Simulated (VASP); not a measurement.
# MgS (I-4m2) in VASP: a series of runs

The runs below take MgS through single point, with PBEsol.

Everything below comes from runs of VASP 6.6.1. Logs are shortened: lines on timing, memory, paths and dates and some standing lists are left out, and cuts for length are marked.

## Step 1: The cell of the first run

It takes space group I-4m2 (No. 119, tetragonal). The conventional cell has a = 4.047 Å, b = 4.047 Å, c = 5.666 Å, α = 90.00°, β = 90.00°, γ = 90.00°. Within 3.3 Å of S (site symmetry -4m2) lie 4 Mg at 2.47 Å. Mg (site symmetry -4m2) has 4 S at 2.47 Å within 3.3 Å.

## Step 2: Single point, PBEsol

Contents of INCAR:

```
SYSTEM = MgS
ALGO = Normal ; EDIFF = 1E-7
ENCUT = 520 ; GGA = PS
ISIF = 2 ; ISMEAR = -1
LASPH = .TRUE. ; LCHARG = .TRUE.
LELF = .TRUE. ; LREAL = .FALSE.
LVHAR = .TRUE. ; LWAVE = .FALSE.
NBANDS = 11 ; NELM = 60
PREC = Accurate ; SIGMA = 0.05
```

Contents of KPOINTS:

```
k-points
0
G
  7 7 7
  0 0 0
```

Contents of POSCAR:

```
MgS
1.0
    0.0000000000      2.8614512473      2.8331200468
    2.8614512473      0.0000000000      2.8331200468
    2.8614512473      2.8614512473      0.0000000000
S Mg
1 1
Direct
    0.2500000000      0.2500000000      0.2500000000
    0.0000000000      0.0000000000      0.0000000000
```

Potentials or basis: VASP PAW PBE potentials, release 64 (S, Mg).

Command:

```
$ cat potpaw_PBE.64/S/POTCAR potpaw_PBE.64/Mg/POTCAR > POTCAR
$ mpirun -np 1 vasp_std > vasp.out
```

OUTCAR:

```text
SYSTEM = MgS
   EDIFF = 1E-7
   ENCUT = 520
   GGA = PS
   ISIF = 2
   ISMEAR = -1
   LASPH = .TRUE.
   LREAL = .FALSE.
   NELM = 60
   PREC = Accurate

 ion  position               nearest neighbor table
   1  0.250  0.250  0.250-   2 2.47   2 2.47   2 2.47   2 2.47
   2  0.000  0.000  0.000-   1 2.47   1 2.47   1 2.47   1 2.47

  LATTYP: Found a body centered tetragonal cell.
 ALAT       =     4.0467031620
 C/A-ratio  =     1.4002114479

  Lattice vectors:

 A1 = (   0.0000000000,  -2.8614512473,  -2.8331200468)
 A2 = (   0.0000000000,   2.8614512473,  -2.8331200468)
 A3 = (   2.8614512473,   0.0000000000,   2.8331200468)

Analysis of symmetry for initial positions (statically):
=====================================================================
 Subroutine PRICEL returns:
 Original cell was already a primitive cell.

 Routine SETGRP: Setting up the symmetry group for a
 body centered tetragonal supercell.

 Subroutine GETGRP returns: Found  8 space group operations
 (whereof  8 operations were pure point group operations)
 out of a pool of 16 trial point group operations.

The static configuration has the point symmetry D_2d.

Analysis of symmetry for dynamics (positions and initial velocities):
=====================================================================
 Subroutine PRICEL returns:
 Original cell was already a primitive cell.

 Routine SETGRP: Setting up the symmetry group for a
 body centered tetragonal supercell.

 Subroutine GETGRP returns: Found  8 space group operations
 (whereof  8 operations were pure point group operations)
 out of a pool of 16 trial point group operations.

The dynamic configuration has the point symmetry D_2d.

 Subroutine INISYM returns: Found  8 space group operations
 (whereof  8 operations are pure point group operations),
 and found     1 'primitive' translations

----------------------------------------------------------------------------------------

                                     Primitive cell

  volume of cell :      46.3946

  direct lattice vectors                    reciprocal lattice vectors
     0.000000000  2.861451247  2.833120047    -0.174736508  0.174736508  0.176483874
     2.861451247  0.000000000  2.833120047     0.174736508 -0.174736508  0.176483874
     2.861451247  2.861451247  0.000000000     0.174736508  0.174736508 -0.176483874

  length of vectors
     4.026719811  4.026719811  4.046703162     0.303664704  0.303664704  0.303664704

  position of ions in fractional coordinates (direct lattice)
     0.250000000  0.250000000  0.250000000
     0.000000000  0.000000000  0.000000000

  ion indices of the primitive-cell ions
   primitive index   ion index
                 1           1
                 2           2

----------------------------------------------------------------------------------------

 KPOINTS: k-points

Automatic generation of k-mesh.
 Grid dimensions read from file:
 generate k-points for:    7    7    7

 Generating k-lattice:

  Cartesian coordinates                     Fractional coordinates (reciprocal lattice)
    -0.024962358  0.024962358  0.025211982     0.142857143 -0.000000000  0.000000000
     0.024962358 -0.024962358  0.025211982    -0.000000000  0.142857143  0.000000000
     0.024962358  0.024962358 -0.025211982     0.000000000  0.000000000  0.142857143

  Length of vectors
     0.043380672  0.043380672  0.043380672

  Shift w.r.t. Gamma in fractional coordinates (k-lattice)
     0.000000000  0.000000000  0.000000000

 Subroutine IBZKPT returns following result:
 ===========================================

 Found     40 irreducible k-points:

 Following reciprocal coordinates:
            Coordinates               Weight
  0.000000  0.000000  0.000000      1.000000
  0.142857  0.000000  0.000000      8.000000
  0.285714  0.000000  0.000000      8.000000
  0.428571  0.000000  0.000000      8.000000
  0.142857  0.142857  0.000000      2.000000
  0.285714  0.142857  0.000000      8.000000
[... 16 lines left out ...]
  0.428571  0.285714  0.142857      8.000000
 -0.428571  0.285714  0.142857     16.000000
 [... further k-points ...]
   k-points           NKPTS =     40   k-points in BZ     NKDIM =     40   number of bands    NBANDS=     11
   number of dos      NEDOS =    301   number of ions     NIONS =      2
   total plane-waves  NPLWV =  27000
   dimension x,y,z NGX =    30 NGY =   30 NGZ =   30
   dimension x,y,z NGXF=    60 NGYF=   60 NGZF=   60
   ions per type =               1   1
   NGX,Y,Z   is equivalent  to a cutoff of  12.39, 12.39, 12.32 a.u.
   NGXF,Y,Z  is equivalent  to a cutoff of  24.77, 24.77, 24.65 a.u.
 SYSTEM =  MgS
   PREC   = accura    normal or accurate (medium, high low for compatibility)
   ISTART =      0    job   : 0-new  1-cont  2-samecut
   ICHARG =      2    charge: 1-file 2-atom 10-const
   ISPIN  =      1    spin polarized calculation?
   LNONCOLLINEAR =      F non collinear calculations
   LSORBIT =      F    spin-orbit coupling
   LASPH  =      T    aspherical Exc in radial PAW
   ENCUT  =  520.0 eV  38.22 Ry    6.18 a.u.   7.49  7.49  7.52*2*pi/ulx,y,z
   NELM   =     60;   NELMIN=  2; NELMDL= -5     # of ELM steps
   EDIFF  = 0.1E-06   stopping-criterion for ELM
   LREAL  =      F    real-space projection
   EDIFFG = 0.1E-05   stopping-criterion for IOM
   NSW    =      0    number of steps for IOM
   IBRION =     -1    ionic relax: 0-MD 1-quasi-New 2-CG
   NFREE  =      0    steps in history (QN), initial steepest desc. (CG)
   ISIF   =      2    stress and relaxation
   ISYM   =      2    0-nonsym 1-usesym 2-fastsym
   POTIM  = 0.5000    time-step for ionic-motion
   TEBEG  =    0.0;   TEEND  =   0.0 temperature during run
   PSTRESS=    0.0 pullay stress
   NELECT =       8.0000    total number of electrons
   NUPDOWN=      -1.0000    fix difference up-down
   EMIN   =  10.00;   EMAX   =-10.00  energy-range for DOS
   EFERMI =   0.00;   METHOD = LEGACY
   ISMEAR =    -1;   SIGMA  =   0.05  broadening in eV -4-tet -1-fermi 0-gaus
   EFERMI_NEDOS =   21; number of points for ismear=-14 and -15
   IALGO  =     38    algorithm
   IMIX   =      4    mixing-type and parameters
     AMIX     =   0.40;   BMIX     =  1.00
     AMIX_MAG =   1.60;   BMIX_MAG =  1.00
  volume/ion in A,a.u.               =      23.20       156.54
  Fermi-wavevector in a.u.,A,eV,Ry     =   0.911204  1.721926 11.296818  0.830293
  Thomas-Fermi vector in A             =   2.035456
   LORBIT       =      0    0 simple, 1 ext, 2 COOP (PROOUT), +10 PAW based schemes
   GGA     = PS    functional components
   LHFCALC =     F    Hartree Fock is set to
   AEXX    =    0.0000 exact exchange contribution
   IVDW    =     0    specifies the selected vdW correction
   LEPSILON=     F    determine dielectric tensor
   LRPA    =     F    only Hartree local field effects (RPA)
 non-spin polarized calculation
  energy-cutoff  :      520.00
  volume of cell :       46.39
 maximum number of plane-waves:      1267
 NGX is ok and might be reduce to    30
   NGX = 15   NGY = 15   NGZ = 15

 number of electron       8.0000001 magnetization

 Free energy of the ion-electron system (eV)
  ---------------------------------------------------
  ext. energy  EPLUGINS =         0.00000000
  ---------------------------------------------------
  free energy    TOTEN  =        -8.91072914 eV

  energy without entropy =       -8.91072914  energy(sigma->0) =       -8.91072914

 E-fermi :   1.9341     XC(G=0):  -8.4914

 val. band max:        0.8815262030   @ k =   0.0000   0.0000   0.0000
 cond. band min:       4.0536707338   @ k =   0.0000   0.0000   0.0000
 fundamental gap:      3.1721445309
 Fermi energy:         1.9341488894

 k-point     1 :       0.0000    0.0000    0.0000
  band No.  band energies     occupation
      1     -10.3318      2.00000
      2       0.8564      2.00000
      3       0.8564      2.00000
      4       0.8815      2.00000
      5       4.0537      0.00000
      6       8.6780      0.00000
      7       8.6780      0.00000
      8       8.6864      0.00000
      9      11.5187      0.00000
     10      11.6819      0.00000
     11      14.2320      0.00000

 k-point     2 :       0.1429    0.0000    0.0000
  band No.  band energies     occupation
      1     -10.2220      2.00000
      2       0.0120      2.00000
      3       0.7857      2.00000
      4       0.8090      2.00000
      5       4.8736      0.00000
      6       8.4402      0.00000
      7       8.8811      0.00000
      8       8.9003      0.00000
      9      10.9941      0.00000
     10      11.1101      0.00000
     11      13.5219      0.00000

 k-point     3 :       0.2857    0.0000    0.0000
  band No.  band energies     occupation
      1      -9.9532      2.00000
      2      -1.2911      2.00000
      3       0.6391      2.00000
      4       0.6758      2.00000
      5       5.7162      0.00000
      6       8.5779      0.00000
      7       8.7610      0.00000
      8       8.8467      0.00000
      9      11.4260      0.00000
     10      11.4296      0.00000
     11      12.6976      0.00000

 k-point     4 :       0.4286    0.0000    0.0000
  band No.  band energies     occupation
      1      -9.7096      2.00000
      2      -2.1286      2.00000
      3       0.5319      2.00000
      4       0.5785      2.00000
      5       5.7915      0.00000
      6       8.3840      0.00000
      7       8.4794      0.00000
      8       9.1138      0.00000
      9      13.0804      0.00000
     10      13.1887      0.00000
     11      13.2228      0.00000
[... 239 lines left out ...]
 k-point    22 :      -0.1429   -0.0000    0.1429
  band No.  band energies     occupation
      1     -10.0577      2.00000
      2      -0.6736      2.00000
      3       0.3498      2.00000
      4       0.7986      2.00000
      5       5.7665      0.00000
      6       8.1323      0.00000
      7       8.8195      0.00000
      8       9.1645      0.00000
      9      10.1134      0.00000
     10      11.8443      0.00000
     11      14.2934      0.00000

 k-point    23 :       0.4286    0.2857    0.1429
  band No.  band energies     occupation
      1      -9.7513      2.00000
      2      -1.3967      2.00000
      3      -0.1908      2.00000
      4       0.3705      2.00000
      5       6.4363      0.00000
      6       7.6134      0.00000
      7       8.1930      0.00000
      8      10.1603      0.00000
      9      10.7861      0.00000
     10      13.8664      0.00000
     11      15.0280      0.00000

 k-point    24 :      -0.4286    0.2857    0.1429
  band No.  band energies     occupation
      1      -9.5656      2.00000
      2      -1.7424      2.00000
      3      -0.5558      2.00000
      4       0.1634      2.00000
      5       6.6004      0.00000
      6       7.4539      0.00000
      7       8.8354      0.00000
      8       9.9923      0.00000
      9      11.8726      0.00000
     10      13.5223      0.00000
     11      15.1108      0.00000

 [... further k-points ...]
[... 5 lines left out ...]
  --------------------------------------------------------------------------------------
  -------------------------------------------------------------------------------------
  Total       -0.4838432     -0.4838432     -0.4245626      0.0000000     -0.0000000     -0.0000000
  in kB      -16.7088882    -16.7088882    -14.6617099      0.0000000     -0.0000000     -0.0000000
  external PRESSURE =     -16.0264954 kB  Pullay stress =       0.0000000 kB

 VOLUME and BASIS-vectors are now :
 -----------------------------------------------------------------------------
  energy-cutoff  :      520.00
  volume of cell :       46.39
      direct lattice vectors                 reciprocal lattice vectors
     0.000000000  2.861451247  2.833120047    -0.174736508  0.174736508  0.176483874
     2.861451247  0.000000000  2.833120047     0.174736508 -0.174736508  0.176483874
     2.861451247  2.861451247  0.000000000     0.174736508  0.174736508 -0.176483874

 POSITION                                       TOTAL-FORCE (eV/Angst)
 -----------------------------------------------------------------------------------
      1.43073      1.43073      1.41656        -0.000000     -0.000000      0.000000
      0.00000      0.00000      0.00000         0.000000      0.000000     -0.000000
 -----------------------------------------------------------------------------------
    total drift:                                0.000000      0.000000     -0.000000

  FREE ENERGIE OF THE ION-ELECTRON SYSTEM (eV)
  ---------------------------------------------------
  free  energy   TOTEN  =        -8.9107291449 eV

  energy  without entropy=       -8.9107291449  energy(sigma->0) =       -8.91072914
```

It took 23 s on 1 thread of AMD EPYC 7R43 (Zen 3), shared host; peak memory 0.14 GiB.

Results:

| Property | Result |
| --- | --- |
| Free energy | -8.9107 eV |
| Pressure | -1.6 GPa |
| Band gap on the k mesh | 3.17 eV, direct |

Caveat: the PAW data sets were made with another functional, which shifts forces and pressure a little. Expect the measured gap to be larger: semilocal functionals such as PBEsol lack the derivative discontinuity.

## Step 3: Single point, PBEsol

This run uses another cell than the first one, of 23.66 Å³/atom, 1.020 times its volume.

Contents of INCAR:

```
  ALGO = Normal
  EDIFF = 1E-7
  ENCUT = 520
  GGA = PS
  ISIF = 2
  ISMEAR = -1
  LASPH = True
  LCHARG = False
  LREAL = False
  LWAVE = False
  NBANDS = 11
  NELM = 100
  PREC = Accurate
  SIGMA = 0.05
```

Contents of KPOINTS:

```
k-points
0
Gamma
  7 7 7
```

Contents of POSCAR:

```
MgS
1.0
    0.0000000000      2.8897824477      2.8331200468
    2.8897824477      0.0000000000      2.8331200468
    2.8897824477      2.8897824477      0.0000000000
S Mg
1 1
Direct
    0.2500000000      0.2500000000      0.2500000000
    0.0000000000      0.0000000000      0.0000000000
```

Potentials or basis: VASP PAW PBE potentials, release 64 (S, Mg).

Command:

```
$ cat potpaw_PBE.64/S/POTCAR potpaw_PBE.64/Mg/POTCAR > POTCAR
$ mpirun -np 1 vasp_std > vasp.out
```

Run time: 22 s. Hardware: 1 thread of AMD EPYC 7R43 (Zen 3), shared host; peak memory 0.13 GiB.

The run converged. Its results:

```yaml
Free_energy: -8.8982 eV
Pressure: -2.6 GPa
Band_gap_on_the_k_mesh: 3.06 eV, direct
```

Stress tensor (GPa, compression positive):
```
-2.73  0.00  0.00
 0.00 -2.73  0.00
 0.00  0.00 -2.31
```

Levels at points of the mesh, in eV from the valence-band top:
| k point | band 1 | band 2 | band 3 | band 4 | band 5 | band 6 | band 7 | band 8 | band 9 |
| --- | --- | --- | --- | --- | --- | --- | --- | --- | --- |
| (0.00, 0.00, 0.00) | -11.17 | -0.05 | -0.05 | 0.00 | 3.06 | 7.73 | 7.73 | 7.74 | 10.50 |

Caveat: the PAW data sets were made with another functional, which shifts forces and pressure a little.
